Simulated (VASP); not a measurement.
A run of VASP 6.6.1:

The input INCAR:

```
SYSTEM = SrO
PREC = Accurate ; ENCUT = 520
EDIFF = 1E-6 ; ISMEAR = 0
SIGMA = 0.1 ; LREAL = .False.
LASPH = .True. ; NELM = 150
ALGO = Normal ; ISIF = 2
LWAVE = .False. ; LCHARG = .True.
ISPIN = 2 ; MAGMOM = 0 0 1 1
LORBIT = 11 ; GGA = PE
LELF = .True. ; LVHAR = .True.
NBANDS = 28
```

Contents of KPOINTS:

```
Automatic mesh
0
Gamma
  4 4 4
  0 0 0
```

Contents of POSCAR:

```
SrO
1.0
    3.7926915759     -4.3004547909      0.0000000000
    3.7926915759      4.3004547909      0.0000000000
    0.0000000000      0.0000000000      3.7835741427
Sr O
2 2
Direct
    0.0000000000      0.0000000000      0.0000000000
    0.5000000000      0.5000000000      0.5000000000
    0.7045329266      0.7045329266      0.0000000000
    0.2954670734      0.2954670734      0.0000000000
```

Potentials or basis: VASP PAW PBE potentials, release 64 (Sr_sv, O).

The run is started by

```console
$ cat potpaw_PBE.64/Sr_sv/POTCAR potpaw_PBE.64/O/POTCAR > POTCAR
$ mpirun -np 1 vasp_std > vasp.out
```

Hardware: 1 thread of Intel Xeon 8259CL (shared host).

Task: Estimate the wall time of this run.

Result: Wall time 6.5 min on 1 thread of Intel Xeon 8259CL, on a shared host, peak memory 0.34 GiB. Counts: scf iterations 18, k points 21.
